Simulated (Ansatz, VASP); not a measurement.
## Two plane-wave programs on As

```
As
1.0
     2.89731    0.00000    0.00000
    -1.44865    2.50914    0.00000
     0.00000    0.00000    2.76599
As
1
Direct
  0.00000 0.00000 0.00000
```

Alike in both runs: functional PBE; k mesh 18 × 18 × 16; occupations gaussian, width 0.1 eV; no spin polarisation.

Ansatz relaxed the structure, and its values are those at the end. VASP's run is a single point on that final structure, the one shown.

|  | VASP | Ansatz |
| --- | --- | --- |
| version | VASP 6.6.1 | Ansatz 0.2.0 |
| potentials or method | VASP PAW PBE potentials, release 64 (As), cutoff 520 eV | scalar-relativistic, plane waves, PAW |
| valence electrons in the cell | 5 | 15 |

Ansatz gave:

- gap on the k mesh at the Fermi level (eV): none
- pressure (GPa): 0.0

Task: Estimate VASP's values.

Result: gap on the k mesh at the Fermi level (eV): none; pressure (GPa): 0.1.

A gap of «none» marks a metal or a gap that the smearing closes. The functional is the same, so the differences come from potentials, cutoffs and numerics. VASP's potentials hold 5 valence electrons a cell and Ansatz's 15, so a difference there can come from the potentials and not from the codes.
